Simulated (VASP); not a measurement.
# MgO (Fm-3m) in VASP: a series of runs, part 2 of 2

VASP 6.6.1. Earlier steps stand in the parts before.

## (3) Single point, PBE

Input file INCAR:

```
PREC = Accurate
ENCUT = 520
EDIFF = 1E-7
ISMEAR = -1
SIGMA = 0.04
LREAL = False
LASPH = True
NELM = 80
ALGO = Normal
ISIF = 2
LWAVE = False
LCHARG = True
GGA = PE
LELF = True
LVHAR = True
NBANDS = 11
```

Input file KPOINTS:

```
Automatic mesh
0
Gamma
  6 6 6
```

Input file POSCAR:

```
MgO
1.0
    0.0000000000      2.0970013927      2.0970013927
    2.0970013927      0.0000000000      2.0970013927
    2.0970013927      2.0970013927      0.0000000000
Mg O
1 1
Direct
    0.0000000000      0.0000000000      0.0000000000
    0.5000000000      0.5000000000      0.5000000000
```

Potentials or basis: VASP PAW PBE potentials, release 64 (Mg, O).

Started as:

```
> cat potpaw_PBE.64/Mg/POTCAR potpaw_PBE.64/O/POTCAR > POTCAR
> mpirun -np 1 vasp_std > vasp.out
```

OUTCAR:

```text
PREC = Accurate
   ENCUT = 520
   EDIFF = 1E-7
   ISMEAR = -1
   LREAL = False
   LASPH = True
   NELM = 80
   ISIF = 2
   GGA = PE

 ion  position               nearest neighbor table
   1  0.000  0.000  0.000-   2 2.10   2 2.10   2 2.10   2 2.10   2 2.10   2 2.10
   2  0.500  0.500  0.500-   1 2.10   1 2.10   1 2.10   1 2.10   1 2.10   1 2.10

  LATTYP: Found a face centered cubic cell.
 ALAT       =     4.1940027854

  Lattice vectors:

 A1 = (   0.0000000000,   2.0970013927,   2.0970013927)
 A2 = (   2.0970013927,   0.0000000000,   2.0970013927)
 A3 = (   2.0970013927,   2.0970013927,   0.0000000000)

Analysis of symmetry for initial positions (statically):
=====================================================================
 Subroutine PRICEL returns:
 Original cell was already a primitive cell.

 Routine SETGRP: Setting up the symmetry group for a
 face centered cubic supercell.

 Subroutine GETGRP returns: Found 48 space group operations
 (whereof 48 operations were pure point group operations)
 out of a pool of 48 trial point group operations.

The static configuration has the point symmetry O_h .

Analysis of symmetry for dynamics (positions and initial velocities):
=====================================================================
 Subroutine PRICEL returns:
 Original cell was already a primitive cell.

 Routine SETGRP: Setting up the symmetry group for a
 face centered cubic supercell.

 Subroutine GETGRP returns: Found 48 space group operations
 (whereof 48 operations were pure point group operations)
 out of a pool of 48 trial point group operations.

The dynamic configuration has the point symmetry O_h .

 Subroutine INISYM returns: Found 48 space group operations
 (whereof 48 operations are pure point group operations),
 and found     1 'primitive' translations

----------------------------------------------------------------------------------------

[... 109 lines left out ...]
   LHFCALC =     F    Hartree Fock is set to
   AEXX    =    0.0000 exact exchange contribution
   IVDW    =     0    specifies the selected vdW correction
   LEPSILON=     F    determine dielectric tensor
   LRPA    =     F    only Hartree local field effects (RPA)
 non-spin polarized calculation
  energy-cutoff  :      520.00
  volume of cell :       18.44
 maximum number of plane-waves:       531
 NGX is ok and might be reduce to    24
   NGX = 11   NGY = 11   NGZ = 11

 number of electron       8.0000004 magnetization

 Free energy of the ion-electron system (eV)
  ---------------------------------------------------
  ext. energy  EPLUGINS =         0.00000000
  ---------------------------------------------------
  free energy    TOTEN  =       -11.89728973 eV

  energy without entropy =      -11.89728973  energy(sigma->0) =      -11.89728973

 E-fermi :   4.1663     XC(G=0): -11.1397

 val. band max:        3.2850120350   @ k =   0.0000   0.0000   0.0000
 cond. band min:       8.1376451809   @ k =   0.0000   0.0000   0.0000
 fundamental gap:      4.8526331459
 Fermi energy:         4.1662510538

 k-point     1 :       0.0000    0.0000    0.0000
  band No.  band energies     occupation
      1     -14.0452      2.00000
      2       3.2850      2.00000
      3       3.2850      2.00000
      4       3.2850      2.00000
      5       8.1376      0.00000
      6      19.1573      0.00000
      7      19.1573      0.00000
      8      19.1573      0.00000
      9      23.1082      0.00000
     10      24.8975      0.00000
     11      24.8975      0.00000
[... 197 lines left out ...]
 k-point    16 :      -0.3333    0.5000    0.1667
  band No.  band energies     occupation
      1     -12.4240      2.00000
      2      -0.3208      2.00000
      3       1.0125      2.00000
      4       1.5945      2.00000
      5      13.8887      0.00000
      6      14.8510      0.00000
      7      15.8797      0.00000
      8      19.9615      0.00000
      9      23.6546      0.00000
     10      28.1143      0.00000
     11      29.7005      0.00000

------------------------ aborting loop because EDIFF is reached ----------------------------------------

  FORCE on cell =-STRESS in cart. coord.  units (eV):
  Direction    XX          YY          ZZ          XY          YZ          ZX
  --------------------------------------------------------------------------------------
  -------------------------------------------------------------------------------------
  Total        0.7127527      0.7127527      0.7127527      0.0000000     -0.0000000      0.0000000
  in kB       61.9189123     61.9189123     61.9189123      0.0000000     -0.0000000      0.0000000
  external PRESSURE =      61.9189123 kB  Pullay stress =       0.0000000 kB

 VOLUME and BASIS-vectors are now :
 -----------------------------------------------------------------------------
  energy-cutoff  :      520.00
  volume of cell :       18.44
      direct lattice vectors                 reciprocal lattice vectors
     0.000000000  2.097001393  2.097001393    -0.238435702  0.238435702  0.238435702
     2.097001393  0.000000000  2.097001393     0.238435702 -0.238435702  0.238435702
     2.097001393  2.097001393  0.000000000     0.238435702  0.238435702 -0.238435702

 POSITION                                       TOTAL-FORCE (eV/Angst)
 -----------------------------------------------------------------------------------
      0.00000      0.00000      0.00000        -0.000000     -0.000000     -0.000000
      2.09700      2.09700      2.09700         0.000000      0.000000      0.000000
 -----------------------------------------------------------------------------------
    total drift:                               -0.000000     -0.000000      0.000000

  FREE ENERGIE OF THE ION-ELECTRON SYSTEM (eV)
  ---------------------------------------------------
  free  energy   TOTEN  =       -11.8972897258 eV

  energy  without entropy=      -11.8972897258  energy(sigma->0) =      -11.89728973
```

stdout:

```text
POSCAR found type information on POSCAR MgO
 POSCAR found :  2 types and       2 ions
 scaLAPACK will be used
 LDA part: xc-table for (Slater+PW92), standard interpolation
 POSCAR, INCAR and KPOINTS ok, starting setup
 FFT: planning ... GRIDC
 FFT: planning ... GRID_SOFT
 FFT: planning ... GRID
 WAVECAR not read
 entering main loop
```

Run time: 3.3 s. Hardware: 1 thread of AMD EPYC 9R45 (Zen 5), shared host; peak memory 0.1 GiB.

What came out:

```
Free energy            : -11.8973 eV
Pressure               : 6.2 GPa
Band gap on the k mesh : 4.85 eV, direct
```

Levels at points of the mesh, in eV from the valence-band top:
```csv
k point,band 2,band 3,band 4,band 5,band 6,band 7
"(0.00, 0.00, 0.00)",0.00,0.00,0.00,4.85,15.87,15.87
"(0.50, 0.00, 0.00)",-4.67,-0.67,-0.67,7.98,12.75,16.44
"(0.50, 0.50, 0.00)",-4.14,-1.37,-1.37,9.13,10.11,13.24
```

Caveat: the k points lie up to 0.43 Å⁻¹ apart.

## (4) Single point, PBE

Input file INCAR:

```
SYSTEM = MgO
  PREC = Accurate
  ENCUT = 520
  EDIFF = 1E-7
  ISMEAR = 0
  SIGMA = 0.022
  LREAL = .False.
  LASPH = .True.
  NELM = 80
  ALGO = Normal
  ISIF = 2
  LWAVE = .False.
  LCHARG = .False.
  GGA = PE
  NBANDS = 11
```

Input file KPOINTS:

```
Automatic mesh
0
Gamma
  11 11 11
  0 0 0
```

POSCAR is that of step 3.

Started as:

```
> cat potpaw_PBE.64/Mg/POTCAR potpaw_PBE.64/O/POTCAR > POTCAR
> mpirun -np 1 vasp_std > vasp.out
```

Run time: 7 s. Hardware: 1 thread of AMD EPYC 9R45 (Zen 5), shared host; peak memory 0.11 GiB.

It converged, with:

- Free energy: -11.8977 eV
- Pressure: 6.2 GPa
- Band gap on the k mesh: 4.85 eV, direct

Levels at points of the mesh, in eV from the valence-band top:
```csv
k point,band 2,band 3,band 4,band 5,band 6,band 7
"(0.00, 0.00, 0.00)",0.00,0.00,0.00,4.85,15.87,15.87
```

## (5) Overview

| level | k mesh | smearing | gap on the mesh (eV) | pressure (GPa) |
| --- | --- | --- | --- | --- |
| BLYP+D3(BJ) | 11 × 11 × 11 | methfessel-paxton 0.01 eV | 5.14 | -2.8 |
| PBE | 6 × 6 × 6 | fermi-dirac 0.04 eV | 4.85 | 6.2 |
| PBE | 11 × 11 × 11 | gaussian 0.022 eV | 4.85 | 6.2 |

Alike in all rows: task single point; potentials or basis VASP PAW PBE potentials, release 64 (Mg, O); no spin polarisation; cell a = 2.966 Å, angles 60.0°, 2 atoms; cutoff (eV) 520.

Caveats: some runs use coarse meshes; the PAW data sets were made with another functional, which shifts forces and pressure a little (some runs).

Total energies depend on the potentials used, so only differences within one code and one set of settings carry meaning.
